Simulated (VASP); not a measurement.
BeTe, 2 atoms in the cell. It takes space group F-43m (No. 216, cubic). The conventional cell has a = 5.540 Å, b = 5.540 Å, c = 5.540 Å, α = 90.00°, β = 90.00°, γ = 90.00°. Within 3.2 Å of Te (site symmetry -43m) lie 4 Be at 2.40 Å. Within 3.2 Å of Be (site symmetry -43m) lie 4 Te at 2.40 Å. 

```yaml
Program: VASP 6.6.1
Task: single point
Functional: PBE0
Potentials_or_basis: VASP PAW PBE potentials, release 64 (Te, Be)
Cutoff: 520 eV
k_mesh: 6 × 6 × 6
Occupations: fermi-dirac, width 0.05 eV
Spin: no spin polarisation
Dipole_correction: no
Grid_for_exact_exchange_PRECFOCK: Normal
Further_INCAR_settings: ALGO = Normal; EDIFF = 1e-06; NBANDS = 11
Share_of_exact_exchange: 0.25
```

Potentials or basis: VASP PAW PBE potentials, release 64 (Te, Be).

Command:

```console
$ cat potpaw_PBE.64/Te/POTCAR potpaw_PBE.64/Be/POTCAR > POTCAR
$ cp INCAR.step1 INCAR
$ mpirun -np 1 vasp_std > vasp.out
$ cp INCAR.step2 INCAR
$ mpirun -np 1 vasp_std > vasp.out
```

Hardware: 1 thread of Intel(R) Xeon(R) Platinum 8559C (Emerald Rapids), on a shared host.

Estimate the wall time of this run.

Run time: 6.9 min on 1 thread of Intel(R) Xeon(R) Platinum 8559C (Emerald Rapids), with other jobs on the host, peak memory 0.19 GiB. Counts: k points 16.
